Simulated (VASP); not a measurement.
Write the native input for VASP 6.6.1 that does the following.

| Property | Result |
| --- | --- |
| Task | single point |
| Functional | r2SCAN |
| Potentials or basis | VASP PAW PBE potentials, release 64 (Sn_d, Te) |
| Cutoff | 520 eV |
| k mesh | 6 × 6 × 4 |
| Occupations | gaussian, width 0.01 eV |
| Spin | no spin polarisation |
| Dipole correction | no |
| Further INCAR settings | ALGO = Normal; EDIFF = 1e-07; NBANDS = 28 |

Crystal: SnTe.

```xyz
4
Lattice="5.3879 0.0000 0.0000 -2.6940 4.6661 0.0000 0.0000 0.0000 6.4239" Properties=species:S:1:pos:R:3 pbc="T T T"
Sn    0.0000    3.1107    1.6060
Sn    2.6940    1.5554    4.8179
Te    2.6940    1.5554    1.6060
Te    0.0000    3.1107    4.8179
```

The input as run:

POSCAR

```
SnTe
1.0
    5.3879010630      0.0000000000      0.0000000000
   -2.6939505315      4.6660591936      0.0000000000
    0.0000000000      0.0000000000      6.4239308324
Sn Te
2 2
Direct
    0.3333333333      0.6666666667      0.2500000000
    0.6666666667      0.3333333333      0.7500000000
    0.6666666667      0.3333333333      0.2500000000
    0.3333333333      0.6666666667      0.7500000000
```

INCAR.step1

```
PREC = Accurate
ENCUT = 520
ISMEAR = 0
SIGMA = 0.01
LREAL = F
LASPH = T
NELM = 100
NBANDS = 28
GGA = PE
ALGO = Normal
EDIFF = 1E-4
LWAVE = T
LCHARG = F
```

INCAR.step2

```
PREC = Accurate
ENCUT = 520
EDIFF = 1E-7
ISMEAR = 0
SIGMA = 0.01
LREAL = F
LASPH = T
NELM = 100
ALGO = Normal
ISIF = 2
LWAVE = F
LCHARG = F
METAGGA = R2SCAN
LMIXTAU = T
NBANDS = 28
ISTART = 1
```

KPOINTS

```
Automatic mesh
0
Gamma
  6 6 4
```

Potentials or basis: VASP PAW PBE potentials, release 64 (Sn_d, Te).

Launch:

```console
$ cat potpaw_PBE.64/Sn_d/POTCAR potpaw_PBE.64/Te/POTCAR > POTCAR
$ cp INCAR.step1 INCAR
$ mpirun -np 1 vasp_std > vasp.out
$ cp INCAR.step2 INCAR
$ mpirun -np 1 vasp_std > vasp.out
```

Results of the run:

- Pressure: 0.0 GPa
- Band gap on the k mesh: 0.51 eV (least direct gap 0.53 eV)

Caveat: the PAW data sets were made with another functional, which shifts forces and pressure a little; spin-orbit coupling is left out, which moves the levels of the heavy elements.

Wall time 5.2 min on 1 thread of Intel(R) Xeon(R) 6975P-C (Granite Rapids), on a shared host, peak memory 0.33 GiB.
